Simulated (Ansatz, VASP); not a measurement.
# One calculation of Sn3O2, two programs

```
CELL_PARAMETERS angstrom
3.78627 0.00000 0.00000
0.00000 3.78627 0.00000
0.00000 0.00000 14.80722
ATOMIC_POSITIONS crystal
Sn 0.00000 0.50000 0.25362
Sn 0.50000 0.00000 0.09252
Sn 0.50000 0.00000 0.74638
Sn 0.00000 0.50000 0.90748
Sn 0.50000 0.00000 0.43455
Sn 0.00000 0.50000 0.56545
O 0.50000 0.50000 0.17198
O 0.00000 0.00000 0.17198
O 0.50000 0.50000 0.82802
O 0.00000 0.00000 0.82802
```

Alike in both runs: functional PBE; k mesh 8 × 8 × 2; occupations gaussian, width 0.1 eV; no spin polarisation.

Ansatz relaxed the structure, and its values are those at the end. VASP's run is a single point on that final structure, the one shown.

```csv
,VASP,Ansatz
version,VASP 6.6.1,Ansatz 0.2.0
potentials or method,"VASP PAW PBE potentials, release 64 (Sn_d, O), cutoff 520 eV","scalar-relativistic, plane waves, PAW"
valence electrons in the cell,108,108
```

```csv
,VASP,Ansatz,Ansatz less VASP
gap on the k mesh at the Fermi level (eV),none,none,-
pressure (GPa),0.1,0.0,-0.12
rms of the force components (eV/Å),0.030,0.001,-0.0297
```

A gap of «none» marks a metal or a gap that the smearing closes. The functional is the same, so the differences come from potentials, cutoffs and numerics.
